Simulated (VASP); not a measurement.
Here is a VASP 6.6.1 calculation.

File INCAR:

```
SYSTEM = Br
ALGO = Normal ; EDIFF = 1E-7
EDIFFG = -0.03 ; ENCUT = 500
GGA = PE ; GGA_COMPAT = .False.
IBRION = 2 ; ISIF = 3
ISMEAR = -1 ; LASPH = .True.
LCHARG = .False. ; LREAL = .False.
LWAVE = .False. ; NELM = 120
NELMIN = 4 ; NSW = 80
PREC = Accurate ; SIGMA = 0.05
```

KPOINTS

```
k-points
0
Gamma
  8 8 8
  0 0 0
```

Contents of POSCAR:

```
Br
1.0
    1.8700000000      1.8700000000      1.8700000000
   -1.8700000000      1.8700000000      1.8700000000
   -1.8700000000     -1.8700000000      1.8700000000
Br
1
Direct
    0.0000000000      0.0000000000      0.0000000000
```

Potentials or basis: VASP PAW PBE potentials, release 64 (Br).

Launch:

```bash
$ cat potpaw_PBE.64/Br/POTCAR > POTCAR
$ mpirun -np 1 vasp_std > vasp.out
```

Q: Predict the band gap on the k mesh.

A: Zero (an odd number of electrons rules out a gap without spin polarisation).

Q: Predict the space group after relaxing (to 0.1 Å).

A: Im-3m (No. 229).

Final structure:
```xyz
1
Lattice="1.8878 1.8878 1.8878 -1.8878 1.8878 1.8878 -1.8878 -1.8878 1.8878" Properties=species:S:1:pos:R:3 pbc="T T T"
Br    0.0000    0.0000    0.0000
```

Caveat: an odd number of electrons without spin polarisation forces a metal; a magnetic or distorted state may lie lower.
